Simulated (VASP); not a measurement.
# LiCl (Fm-3m) in VASP: single point with PBEsol

Aim: the single point of LiCl with PBEsol.

Program: VASP 6.6.1. These are calculated values, not measurements. Logs are shortened: lines on timing, memory, paths and dates and some standing lists are left out, and cuts for length are marked.

### Step 1. The cell of the first run

Symmetry: Fm-3m, No. 225, cubic system. The conventional cell has a = 5.130 Å, b = 5.130 Å, c = 5.130 Å, α = 90.00°, β = 90.00°, γ = 90.00°. Li (site symmetry m-3m) has 6 Cl at 2.56 Å within 3.4 Å. Within 3.4 Å of Cl (site symmetry m-3m) lie 6 Li at 2.56 Å.

### Step 2. Single point, PBEsol

Input file INCAR:

```
PREC = Accurate ; ENCUT = 520
EDIFF = 1E-6 ; ISMEAR = 0
SIGMA = 0.1 ; LREAL = Auto
LASPH = True ; NELM = 100
ALGO = Normal ; ISIF = 2
LWAVE = False ; LCHARG = False
GGA = PS ; NBANDS = 54
ISYM = 0
```

Input file KPOINTS:

```
Automatic mesh
0
Gamma
  2 2 2
  0.5 0.5 0.5
```

Input file POSCAR:

```
LiCl
1.0
   -5.1295200000     -5.1295200000      0.0000000000
    0.0000000000     -5.1295200000      5.1295200000
   -5.1295200000      0.0000000000      5.1295200000
Li Cl
8 8
Direct
    0.5000000000      0.0000000000      0.0000000000
    0.0000000000      0.0000000000      0.0000000000
    0.5000000000      0.5000000000      0.0000000000
    0.0000000000      0.5000000000      0.0000000000
    0.5000000000      0.0000000000      0.5000000000
    0.0000000000      0.0000000000      0.5000000000
    0.5000000000      0.5000000000      0.5000000000
    0.0000000000      0.5000000000      0.5000000000
    0.7500000000      0.2500000000      0.2500000000
    0.2500000000      0.2500000000      0.2500000000
    0.7500000000      0.7500000000      0.2500000000
    0.2500000000      0.7500000000      0.2500000000
    0.7500000000      0.2500000000      0.7500000000
    0.2500000000      0.2500000000      0.7500000000
    0.7500000000      0.7500000000      0.7500000000
    0.2500000000      0.7500000000      0.7500000000
```

Potentials or basis: VASP PAW PBE potentials, release 64 (Li_sv, Cl).

The run is started by

```sh
$ cat potpaw_PBE.64/Li_sv/POTCAR potpaw_PBE.64/Cl/POTCAR > POTCAR
$ mpirun -np 1 vasp_std > vasp.out
```

OUTCAR:

```text
PREC = Accurate
   ENCUT = 520
   EDIFF = 1E-6
   ISMEAR = 0
   LREAL = Auto
   LASPH = True
   NELM = 100
   ISIF = 2
   GGA = PS
   ISYM = 0

 ion  position               nearest neighbor table
   1  0.500  0.000  0.000-  10 2.56  11 2.56  12 2.56  13 2.56  14 2.56  15 2.56
   2  0.000  0.000  0.000-   9 2.56  11 2.56  12 2.56  13 2.56  14 2.56  16 2.56
   3  0.500  0.500  0.000-   9 2.56  10 2.56  12 2.56  13 2.56  15 2.56  16 2.56
   4  0.000  0.500  0.000-   9 2.56  10 2.56  11 2.56  14 2.56  15 2.56  16 2.56
   5  0.500  0.000  0.500-   9 2.56  10 2.56  11 2.56  14 2.56  15 2.56  16 2.56
   6  0.000  0.000  0.500-   9 2.56  10 2.56  12 2.56  13 2.56  15 2.56  16 2.56
[... 8 lines left out ...]
  15  0.750  0.750  0.750-   1 2.56   3 2.56   4 2.56   5 2.56   6 2.56   8 2.56
  16  0.250  0.750  0.750-   2 2.56   3 2.56   4 2.56   5 2.56   6 2.56   7 2.56

IMPORTANT INFORMATION: All symmetrisations will be switched off!
NOSYMM: (Re-)initialisation of all symmetry stuff for point group C_1.

----------------------------------------------------------------------------------------

                                     Primitive cell

  volume of cell :     269.9356

  direct lattice vectors                    reciprocal lattice vectors
    -5.129520000 -5.129520000  0.000000000    -0.097475007 -0.097475007 -0.097475007
     0.000000000 -5.129520000  5.129520000     0.097475007 -0.097475007  0.097475007
    -5.129520000  0.000000000  5.129520000    -0.097475007  0.097475007  0.097475007

  length of vectors
     7.254236752  7.254236752  7.254236752     0.168831665  0.168831665  0.168831665

  position of ions in fractional coordinates (direct lattice)
     0.500000000  0.000000000  0.000000000
     0.000000000  0.000000000  0.000000000
     0.500000000  0.500000000  0.000000000
     0.000000000  0.500000000  0.000000000
     0.500000000  0.000000000  0.500000000
     0.000000000  0.000000000  0.500000000
[... 8 lines left out ...]
     0.750000000  0.750000000  0.750000000
     0.250000000  0.750000000  0.750000000

  ion indices of the primitive-cell ions
   primitive index   ion index
                 1           1
                 2           2
                 3           3
                 4           4
                 5           5
                 6           6
[... 8 lines left out ...]
                15          15
                16          16

----------------------------------------------------------------------------------------

 KPOINTS: Automatic mesh

Automatic generation of k-mesh.
 Grid dimensions read from file:
 generate k-points for:    2    2    2
[... 61 lines left out ...]
   ISIF   =      2    stress and relaxation
   ISYM   =      0    0-nonsym 1-usesym 2-fastsym
   POTIM  = 0.5000    time-step for ionic-motion
   TEBEG  =    0.0;   TEEND  =   0.0 temperature during run
   PSTRESS=    0.0 pullay stress
   NELECT =      80.0000    total number of electrons
   NUPDOWN=      -1.0000    fix difference up-down
   EMIN   =  10.00;   EMAX   =-10.00  energy-range for DOS
   EFERMI =   0.00;   METHOD = LEGACY
   ISMEAR =     0;   SIGMA  =   0.10  broadening in eV -4-tet -1-fermi 0-gaus
   EFERMI_NEDOS =   21; number of points for ismear=-14 and -15
   IALGO  =     38    algorithm
   IMIX   =      4    mixing-type and parameters
     AMIX     =   0.40;   BMIX     =  1.00
     AMIX_MAG =   1.60;   BMIX_MAG =  1.00
  volume/ion in A,a.u.               =      16.87       113.85
  Fermi-wavevector in a.u.,A,eV,Ry     =   1.091486  2.062609 16.209183  1.191341
  Thomas-Fermi vector in A             =   2.227732
   LORBIT       =      0    0 simple, 1 ext, 2 COOP (PROOUT), +10 PAW based schemes
   GGA     = PS    functional components
   LHFCALC =     F    Hartree Fock is set to
   AEXX    =    0.0000 exact exchange contribution
   IVDW    =     0    specifies the selected vdW correction
   LEPSILON=     F    determine dielectric tensor
   LRPA    =     F    only Hartree local field effects (RPA)
 non-spin polarized calculation
 Gauss-broadening in eV      SIGMA  =   0.10
  energy-cutoff  :      520.00
  volume of cell :      269.94
 maximum number of plane-waves:      7291
 NGX is ok and might be reduce to    54
   NGX = 27   NGY = 27   NGZ = 27

 number of electron      79.9999933 magnetization

 Free energy of the ion-electron system (eV)
  ---------------------------------------------------
  ext. energy  EPLUGINS =         0.00000000
  ---------------------------------------------------
  free energy    TOTEN  =       -61.07490704 eV

  energy without entropy =      -61.07490704  energy(sigma->0) =      -61.07490704

 E-fermi :   1.1236     XC(G=0):  -8.9103

 val. band max:        0.4925457456   @ k =   0.2500   0.2500   0.2500
 cond. band min:       7.1416733732   @ k =   0.2500   0.2500   0.2500
 fundamental gap:      6.6491276277
 Fermi energy:         1.1235868499

 k-point     1 :       0.2500    0.2500    0.2500
  band No.  band energies     occupation
      1     -42.2807      2.00000
      2     -42.2786      2.00000
      3     -42.2780      2.00000
      4     -42.2780      2.00000
      5     -42.2780      2.00000
      6     -42.2774      2.00000
[... 869 lines left out ...]
     51       9.8085      0.00000
     52      10.2834      0.00000
 [bands above 52 left out]

------------------------ aborting loop because EDIFF is reached ----------------------------------------

  FORCE on cell =-STRESS in cart. coord.  units (eV):
  Direction    XX          YY          ZZ          XY          YZ          ZX
  --------------------------------------------------------------------------------------
  -------------------------------------------------------------------------------------
  Total       -2.2277596     -2.2277729     -2.2277157      0.0004113     -0.0004037     -0.0003786
  in kB      -13.2226566    -13.2227360    -13.2223963      0.0024414     -0.0023961     -0.0022473
  external PRESSURE =     -13.2225963 kB  Pullay stress =       0.0000000 kB

 VOLUME and BASIS-vectors are now :
 -----------------------------------------------------------------------------
  energy-cutoff  :      520.00
  volume of cell :      269.94
      direct lattice vectors                 reciprocal lattice vectors
    -5.129520000 -5.129520000  0.000000000    -0.097475007 -0.097475007 -0.097475007
     0.000000000 -5.129520000  5.129520000     0.097475007 -0.097475007  0.097475007
    -5.129520000  0.000000000  5.129520000    -0.097475007  0.097475007  0.097475007

 POSITION                                       TOTAL-FORCE (eV/Angst)
 -----------------------------------------------------------------------------------
     -2.56476     -2.56476      0.00000         0.000004      0.000003     -0.000000
      0.00000      0.00000      0.00000        -0.000001     -0.000004      0.000000
     -2.56476     -5.12952      2.56476         0.000002      0.000002      0.000000
      0.00000     -2.56476      2.56476        -0.000002     -0.000003     -0.000005
     -5.12952     -2.56476      2.56476         0.000006      0.000003      0.000000
     -2.56476      0.00000      2.56476         0.000001     -0.000003     -0.000002
[... 8 lines left out ...]
     -7.69428     -7.69428      7.69428         0.000001      0.000002      0.000007
     -5.12952     -5.12952      7.69428        -0.000004     -0.000002     -0.000003
 -----------------------------------------------------------------------------------
    total drift:                               -0.000005     -0.000003      0.000011

  FREE ENERGIE OF THE ION-ELECTRON SYSTEM (eV)
  ---------------------------------------------------
  free  energy   TOTEN  =       -61.0749070404 eV

  energy  without entropy=      -61.0749070404  energy(sigma->0) =      -61.07490704
```

OSZICAR:

```text
N       E                     dE             d eps       ncg     rms          rms(c)
DAV:   1     0.679243457637E+03    0.67924E+03   -0.33220E+04  1728   0.147E+03
DAV:   2     0.221013557920E+02   -0.65714E+03   -0.61602E+03  2184   0.348E+02
DAV:   3    -0.540101962163E+02   -0.76112E+02   -0.75746E+02  2364   0.110E+02
DAV:   4    -0.606632590885E+02   -0.66531E+01   -0.66151E+01  3080   0.324E+01
DAV:   5    -0.615038461026E+02   -0.84059E+00   -0.84028E+00  2680   0.727E+00    0.646E+00
DAV:   6    -0.610573940321E+02    0.44645E+00   -0.10215E+00  2168   0.341E+00    0.461E+00
DAV:   7    -0.610579336512E+02   -0.53962E-03   -0.49407E-01  2752   0.198E+00    0.202E+00
DAV:   8    -0.610737514436E+02   -0.15818E-01   -0.80305E-02  2680   0.976E-01    0.198E-01
DAV:   9    -0.610743444544E+02   -0.59301E-03   -0.49981E-03  2352   0.238E-01    0.104E-01
DAV:  10    -0.610749008139E+02   -0.55636E-03   -0.10020E-03  2872   0.122E-01    0.192E-02
DAV:  11    -0.610749077265E+02   -0.69126E-05   -0.26782E-05  2408   0.230E-02    0.410E-03
DAV:  12    -0.610749067201E+02    0.10064E-05   -0.45909E-06  1960   0.840E-03    0.399E-03
DAV:  13    -0.610749070404E+02   -0.32028E-06   -0.11561E-06  1544   0.407E-03
   1 F= -.61074907E+02 E0= -.61074907E+02  d E =-.143301E-18
```

Wall time 2.3 min (1 thread of Intel Xeon 6975P-C (Granite Rapids), shared host); peak memory 0.43 GiB.

What came out:

* Free energy: -61.0749 eV
* Band gap on the k mesh: 6.65 eV

Caveat: the cutoff is under 1.25 times the usual one of these potentials, so pressure, stress and relaxed cells hold a basis-set (Pulay) error; the PAW data sets were made with another functional, which shifts forces and pressure a little. A k mesh can miss the band edges.
